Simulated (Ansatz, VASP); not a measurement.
Be4Ag in VASP and in Ansatz

File INCAR:

```
SYSTEM = Be4Ag
ALGO     = Normal         ! electronic algorithm
EDIFF    = 1E-6           ! SCF threshold, eV
EDIFFG   = -0.04          ! ionic threshold
ENCUT    = 600            ! plane-wave cutoff, eV
GGA      = PE             ! functional
IBRION   = 2              ! ionic algorithm
ISIF     = 3              ! what is computed and relaxed
ISMEAR   = 0              ! smearing method
LASPH    = .TRUE.         ! aspherical terms in the spheres
LCHARG   = .FALSE.        ! write CHGCAR
LREAL    = .FALSE.        ! projectors in reciprocal space
LWAVE    = .FALSE.        ! write WAVECAR
NELM     = 100            ! most SCF steps
NSW      = 90             ! ionic steps
PREC     = Accurate       ! precision mode
SIGMA    = 0.1            ! smearing width, eV
```

Contents of KPOINTS:

```
k-points
0
G
  6 6 6
  0 0 0
```

POSCAR

```
Be4Ag
1.0
    0.0000000000      3.0441804700      3.0441804700
    3.0441804700      0.0000000000      3.0441804700
    3.0441804700      3.0441804700      0.0000000000
Be Ag
4 1
Direct
    0.1374459100      0.1374459100      0.1374459100
    0.1374459100      0.1374459100      0.5876622800
    0.1374459100      0.5876622800      0.1374459100
    0.5876622800      0.1374459100      0.1374459100
    0.7500000000      0.7500000000      0.7500000000
```

Input for Ansatz:

```yaml
crystal:
  lattice:
    - [0.0, 3.04418047, 3.04418047]
    - [3.04418047, 0.0, 3.04418047]
    - [3.04418047, 3.04418047, 0.0]
  atoms:
    - { symbol: Be, position: [0.13744591, 0.13744591, 0.13744591] }
    - { symbol: Be, position: [0.13744591, 0.13744591, 0.58766228] }
    - { symbol: Be, position: [0.13744591, 0.58766228, 0.13744591] }
    - { symbol: Be, position: [0.58766228, 0.13744591, 0.13744591] }
    - { symbol: Ag, position: [0.75, 0.75, 0.75] }
basis:
  ecutwfc: 420
kpoints:
  mp_grid: { grid: [6, 6, 6] }
hamiltonian:
  xc: pbe
scf:
  occupations: { method: gaussian, width: 0.1 }
  lower_state_search: "off"
output:
  forces: true
  stress: true
  eigenvalues: true
relax:
  adjacent_minimum: "off"
  f_tol: 0.04
  max_steps: 70
  cell: { stress_tol: 0.4 }
```

Alike in both runs: task relaxation of cell and atoms; functional PBE; k mesh 6 × 6 × 6; occupations gaussian, width 0.1 eV; no spin polarisation.

|  | VASP | Ansatz |
| --- | --- | --- |
| version | VASP 6.6.1 | Ansatz 0.2.0 |
| potentials or method | VASP PAW PBE potentials, release 64 (Be, Ag), cutoff 600 eV | scalar-relativistic, plane waves, PAW |
| valence electrons in the cell | 19 | 27 |

|  | VASP | Ansatz | Ansatz less VASP |
| --- | --- | --- | --- |
| gap on the k mesh at the Fermi level, each at its own relaxed structure (eV) | none | none | - |
| relaxed volume (Å³/atom) | 11.55 | 11.54 | -0.012 |
| relaxed length of the cell vector where the two differ most in proportion (Å) | 4.339 | 4.337 | -0.0015 |

A gap of «none» marks a metal or a gap that the smearing closes. VASP's potentials hold 19 valence electrons a cell and Ansatz's 27, so a difference there can come from the potentials and not from the codes.
